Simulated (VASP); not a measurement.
# Pd12S in VASP: single point with LDA

Aim: the single point of Pd12S with LDA.

Program: VASP 6.6.1. These are calculated values, not measurements. Logs are shortened: lines on timing, memory, paths and dates and some standing lists are left out, and cuts for length are marked.

## 1. The cell of the first run

The cell holds a slab with vacuum, 13 atoms: a = 5.429 Å, b = 5.429 Å, c = 19.933 Å, α = 90.00°, β = 90.00°, γ = 120.00°.

## 2. Single point, LDA

Contents of INCAR:

```
SYSTEM = Pd12S
ALGO = Normal ; DIPOL = 0.5 0.5 0.328
EDIFF = 1E-6 ; ENCUT = 520
IDIPOL = 3 ; ISIF = 2
ISMEAR = 0 ; LASPH = .True.
LCHARG = .False. ; LDIPOL = .True.
LREAL = .False. ; LWAVE = .False.
NBANDS = 75 ; NELM = 60
PREC = Accurate ; SIGMA = 0.1
```

Contents of KPOINTS:

```
k-points
0
Gamma
  6 6 1
  0 0 0
```

Contents of POSCAR:

```
Pd12S
1.0
    5.4294429595      0.0000000000      0.0000000000
   -2.7147214798      4.7020355314      0.0000000000
    0.0000000000      0.0000000000     19.9331216116
Pd S
12 1
Direct
    0.3333333333      0.1666666667      0.2006710277
    0.3333333333      0.6666666667      0.2006710277
    0.8333333333      0.1666666667      0.2006710277
    0.8333333333      0.6666666667      0.2006710277
    0.1666666667      0.3333333334      0.3118709115
    0.1666666667      0.8333333334      0.3118709115
    0.6666666667      0.3333333334      0.3118709115
    0.6666666667      0.8333333333      0.3118709115
    0.0000000000      0.0000000000      0.4230707952
    0.0000000000      0.5000000000      0.4230707952
    0.5000000000      0.0000000000      0.4230707952
    0.5000000000      0.5000000000      0.4230707952
    0.1666666667      0.0833333334      0.5186953644
```

Potentials or basis: VASP PAW LDA potentials, release 64 (Pd, S).

The run is started by

```
$ cat potpaw_LDA.64/Pd/POTCAR potpaw_LDA.64/S/POTCAR > POTCAR
$ mpirun -np 1 vasp_std > vasp.out
```

OUTCAR:

```text
SYSTEM = Pd12S
   EDIFF = 1E-6
   ENCUT = 520
   ISIF = 2
   ISMEAR = 0
   LASPH = .True.
   LREAL = .False.
   NELM = 60
   PREC = Accurate

 ion  position               nearest neighbor table
   1  0.333  0.167  0.201-   3 2.71   3 2.71   4 2.71   4 2.71   2 2.71   2 2.71   5 2.71   6 2.71
                             7 2.71
   2  0.333  0.667  0.201-   4 2.71   4 2.71   3 2.71   3 2.71   1 2.71   1 2.71   6 2.71   5 2.71
                             8 2.71
   3  0.833  0.167  0.201-   1 2.71   1 2.71   2 2.71   2 2.71   4 2.71   4 2.71   7 2.71   5 2.71
                             8 2.71
   4  0.833  0.667  0.201-   2 2.71   2 2.71   1 2.71   1 2.71   3 2.71   3 2.71   8 2.71   7 2.71
                             6 2.71
   5  0.167  0.333  0.312-  12 2.71  10 2.71   9 2.71   8 2.71   7 2.71   7 2.71   6 2.71   6 2.71
                             8 2.71   1 2.71   2 2.71   3 2.71
   6  0.167  0.833  0.312-  11 2.71   9 2.71  10 2.71   8 2.71   7 2.71   7 2.71   5 2.71   5 2.71
                             8 2.71   2 2.71   1 2.71   4 2.71
   7  0.667  0.333  0.312-  10 2.71  12 2.71  11 2.71   8 2.71   5 2.71   5 2.71   6 2.71   6 2.71
                             3 2.71   4 2.71   8 2.71   1 2.71
   8  0.667  0.833  0.312-   9 2.71  12 2.71  11 2.71   7 2.71   6 2.71   5 2.71   4 2.71   6 2.71
                             5 2.71   7 2.71   2 2.71   3 2.71
   9  0.000  0.000  0.423-  13 2.06   8 2.71   6 2.71   5 2.71  11 2.71  11 2.71  12 2.71  12 2.71
                            10 2.71  10 2.71
  10  0.000  0.500  0.423-   7 2.71   5 2.71   6 2.71  12 2.71  12 2.71  11 2.71  11 2.71   9 2.71
                             9 2.71
  11  0.500  0.000  0.423-   6 2.71   8 2.71   7 2.71   9 2.71   9 2.71  10 2.71  10 2.71  12 2.71
                            12 2.71  13 2.82
  12  0.500  0.500  0.423-   5 2.71   7 2.71   8 2.71  10 2.71  10 2.71   9 2.71   9 2.71  11 2.71
                            11 2.71  13 2.82
  13  0.167  0.083  0.519-   9 2.06  12 2.82  11 2.82

  LATTYP: Found a hexagonal cell.
 ALAT       =     5.4294429595
 C/A-ratio  =     3.6713014135

  Lattice vectors:

 A1 = (   5.4294429595,   0.0000000000,   0.0000000000)
 A2 = (  -2.7147214798,   4.7020355314,   0.0000000000)
 A3 = (   0.0000000000,   0.0000000000,  19.9331216116)

Analysis of symmetry for initial positions (statically):
=====================================================================
 Subroutine PRICEL returns:
 Original cell was already a primitive cell.

 Routine SETGRP: Setting up the symmetry group for a
 hexagonal supercell.

 Subroutine GETGRP returns: Found  2 space group operations
 (whereof  2 operations were pure point group operations)
 out of a pool of 24 trial point group operations.

The static configuration has the point symmetry C_1h.

Analysis of symmetry for dynamics (positions and initial velocities):
=====================================================================
 Subroutine PRICEL returns:
 Original cell was already a primitive cell.

 Routine SETGRP: Setting up the symmetry group for a
 hexagonal supercell.

 Subroutine GETGRP returns: Found  2 space group operations
 (whereof  2 operations were pure point group operations)
 out of a pool of 24 trial point group operations.

The dynamic configuration has the point symmetry C_1h.

 Subroutine INISYM returns: Found  2 space group operations
 (whereof  2 operations are pure point group operations),
 and found     1 'primitive' translations

----------------------------------------------------------------------------------------

                                     Primitive cell

  volume of cell :     508.8813

  direct lattice vectors                    reciprocal lattice vectors
     5.429442960  0.000000000  0.000000000     0.184180957  0.106336925  0.000000000
    -2.714721480  4.702035531  0.000000000     0.000000000  0.212673850  0.000000000
     0.000000000  0.000000000 19.933121612     0.000000000  0.000000000  0.050167757

  length of vectors
     5.429442960  5.429442960 19.933121612     0.212673850  0.212673850  0.050167757

  position of ions in fractional coordinates (direct lattice)
     0.333333333  0.166666667  0.200671028
     0.333333333  0.666666667  0.200671028
     0.833333333  0.166666667  0.200671028
     0.833333333  0.666666667  0.200671028
     0.166666667  0.333333333  0.311870912
     0.166666667  0.833333333  0.311870912
     0.666666667  0.333333333  0.311870912
     0.666666667  0.833333333  0.311870912
[... 52 lines left out ...]
  0.000000  0.166667  0.000000      4.000000
  0.333333  0.000000  0.000000      2.000000
  0.000000  0.333333  0.000000      4.000000
  0.500000  0.000000  0.000000      1.000000
  0.000000  0.500000  0.000000      2.000000
  0.166667  0.166667  0.000000      4.000000
 -0.166667  0.333333  0.000000      2.000000
  0.333333  0.166667  0.000000      4.000000
 -0.166667  0.500000  0.000000      4.000000
  0.500000  0.333333  0.000000      4.000000
  0.333333  0.333333  0.000000      2.000000
   k-points           NKPTS =     13   k-points in BZ     NKDIM =     13   number of bands    NBANDS=     75
   number of dos      NEDOS =    301   number of ions     NIONS =     13
   total plane-waves  NPLWV = 240000
   dimension x,y,z NGX =    40 NGY =   40 NGZ =  150
   dimension x,y,z NGXF=    80 NGYF=   80 NGZF=  300
   ions per type =              12   1
   NGX,Y,Z   is equivalent  to a cutoff of  12.25, 12.25, 12.51 a.u.
   NGXF,Y,Z  is equivalent  to a cutoff of  24.50, 24.50, 25.02 a.u.
 SYSTEM =  Pd12S
   PREC   = accura    normal or accurate (medium, high low for compatibility)
   ISTART =      0    job   : 0-new  1-cont  2-samecut
   ICHARG =      2    charge: 1-file 2-atom 10-const
   ISPIN  =      1    spin polarized calculation?
   LNONCOLLINEAR =      F non collinear calculations
   LSORBIT =      F    spin-orbit coupling
   LASPH  =      T    aspherical Exc in radial PAW
   ENCUT  =  520.0 eV  38.22 Ry    6.18 a.u.  10.10 10.10 37.06*2*pi/ulx,y,z
   NELM   =     60;   NELMIN=  2; NELMDL= -5     # of ELM steps
   EDIFF  = 0.1E-05   stopping-criterion for ELM
   LREAL  =      F    real-space projection
   EDIFFG = 0.1E-04   stopping-criterion for IOM
   NSW    =      0    number of steps for IOM
   IBRION =     -1    ionic relax: 0-MD 1-quasi-New 2-CG
   NFREE  =      0    steps in history (QN), initial steepest desc. (CG)
   ISIF   =      2    stress and relaxation
   ISYM   =      2    0-nonsym 1-usesym 2-fastsym
   POTIM  = 0.5000    time-step for ionic-motion
   TEBEG  =    0.0;   TEEND  =   0.0 temperature during run
   PSTRESS=    0.0 pullay stress
   NELECT =     126.0000    total number of electrons
   NUPDOWN=      -1.0000    fix difference up-down
   EMIN   =  10.00;   EMAX   =-10.00  energy-range for DOS
   EFERMI =   0.00;   METHOD = LEGACY
   ISMEAR =     0;   SIGMA  =   0.10  broadening in eV -4-tet -1-fermi 0-gaus
   EFERMI_NEDOS =   21; number of points for ismear=-14 and -15
   IALGO  =     38    algorithm
   IMIX   =      4    mixing-type and parameters
     AMIX     =   0.40;   BMIX     =  1.00
     AMIX_MAG =   1.60;   BMIX_MAG =  1.00
  volume/ion in A,a.u.               =      39.14       264.16
  Fermi-wavevector in a.u.,A,eV,Ry     =   1.027999  1.942637 14.378401  1.056783
  Thomas-Fermi vector in A             =   2.161973
   LORBIT       =      0    0 simple, 1 ext, 2 COOP (PROOUT), +10 PAW based schemes
   GGA     = CA    functional components
   LHFCALC =     F    Hartree Fock is set to
   AEXX    =    0.0000 exact exchange contribution
   IVDW    =     0    specifies the selected vdW correction
   LEPSILON=     F    determine dielectric tensor
   LRPA    =     F    only Hartree local field effects (RPA)
 non-spin polarized calculation
 Gauss-broadening in eV      SIGMA  =   0.10
  energy-cutoff  :      520.00
  volume of cell :      508.88
 maximum number of plane-waves:     13752
   NGX = 21   NGY = 21   NGZ = 75

 dipolmoment           0.000000      0.000000     -0.003243 electrons x Angstroem

 number of electron     126.0000002 magnetization

 dipolmoment           0.000000      0.000000      0.021088 electrons x Angstroem

 Free energy of the ion-electron system (eV)
  ---------------------------------------------------
  ext. energy  EPLUGINS =         0.00000000
  ---------------------------------------------------
  free energy    TOTEN  =       -77.40686215 eV

  energy without entropy =      -77.25967533  energy(sigma->0) =      -77.33326874

 E-fermi :  -0.0010     XC(G=0):  -5.9080

 val. band max:       -0.0174756368   @ k =   0.0000   0.3333   0.0000
 cond. band min:       0.0027326760   @ k =   0.0000   0.0000   0.0000
 fundamental gap:      0.0202083128
 Fermi energy:        -0.0010462636

 k-point     1 :       0.0000    0.0000    0.0000
  band No.  band energies     occupation
      1     -12.5535      2.00000
      2      -6.7374      2.00000
      3      -5.7455      2.00000
      4      -5.5319      2.00000
      5      -5.4604      2.00000
      6      -5.3537      2.00000
[... 1003 lines left out ...]
     74       5.7404      0.00000
     75       5.7881      0.00000

------------------------ aborting loop because EDIFF is reached ----------------------------------------

 vacuum level on the upper side and lower side of the slab       (xc-potential included)        -0.017        -0.090

  FORCE on cell =-STRESS in cart. coord.  units (eV):
  Direction    XX          YY          ZZ          XY          YZ          ZX
  --------------------------------------------------------------------------------------
  -------------------------------------------------------------------------------------
  Total       -9.2024754     -9.7232423      0.5812768      0.4509973      1.7983460      3.1148267
  in kB      -28.9733526    -30.6129507      1.8301096      1.4199336      5.6619672      9.8068149
  external PRESSURE =     -19.2520646 kB  Pullay stress =       0.0000000 kB

 VOLUME and BASIS-vectors are now :
 -----------------------------------------------------------------------------
  energy-cutoff  :      520.00
  volume of cell :      508.88
      direct lattice vectors                 reciprocal lattice vectors
     5.429442960  0.000000000  0.000000000     0.184180957  0.106336925  0.000000000
    -2.714721480  4.702035531  0.000000000     0.000000000  0.212673850  0.000000000
     0.000000000  0.000000000 19.933121612     0.000000000  0.000000000  0.050167757

 POSITION                                       TOTAL-FORCE (eV/Angst)
 -----------------------------------------------------------------------------------
      1.35736      0.78367      4.00000         0.026063      0.015048     -0.013788
     -0.00000      3.13469      4.00000        -0.058756     -0.033923     -0.095887
      4.07208      0.78367      4.00000         0.008916      0.006791     -0.033191
      2.71472      3.13469      4.00000         0.010339      0.004326     -0.033191
     -0.00000      1.56735      6.21656        -0.031130     -0.055000     -0.065585
     -1.35736      3.91836      6.21656        -0.063197      0.000540     -0.065585
      2.71472      1.56735      6.21656         0.045187      0.026089     -0.072986
      1.35736      3.91836      6.21656        -0.003089     -0.001783      0.281350
      0.00000      0.00000      8.43312        -1.035331     -0.597749     -1.439967
     -1.35736      2.35102      8.43312         0.068353      0.039463      0.209847
      2.71472      0.00000      8.43312        -0.310201     -0.051070      0.646422
      1.35736      2.35102      8.43312        -0.199328     -0.243107      0.646422
      0.67868      0.39184     10.33922         1.542173      0.890374      0.036139
 -----------------------------------------------------------------------------------
    total drift:                               -0.000007     -0.000005      0.000027

  FREE ENERGIE OF THE ION-ELECTRON SYSTEM (eV)
  ---------------------------------------------------
  free  energy   TOTEN  =       -77.4068621519 eV

  energy  without entropy=      -77.2596753332  energy(sigma->0) =      -77.33326874

 vacuum level on the upper side and lower side of the slab         5.755         5.644
```

Wall time 25 min (1 thread of Intel Xeon Platinum 8259CL at 2.50GHz (Skylake/Cascade Lake), shared host); peak memory 0.61 GiB.

Results:

- Free energy: -77.4069 eV
- Largest force: 1.872 eV/Å
- Band gap on the k mesh: zero (bands 63 and 64 overlap by 0.48 eV)

Forces on the atoms (eV/Å):
```
Pd   0.026  0.015 -0.014
Pd  -0.059 -0.034 -0.096
Pd   0.009  0.007 -0.033
Pd   0.010  0.004 -0.033
Pd  -0.031 -0.055 -0.066
Pd  -0.063  0.001 -0.066
Pd   0.045  0.026 -0.073
Pd  -0.003 -0.002  0.281
Pd  -1.035 -0.598 -1.440
Pd   0.068  0.039  0.210
Pd  -0.310 -0.051  0.646
Pd  -0.199 -0.243  0.646
S    1.542  0.890  0.036
```

The gap in the log of VASP goes by the Fermi energy; the results here count the filled bands.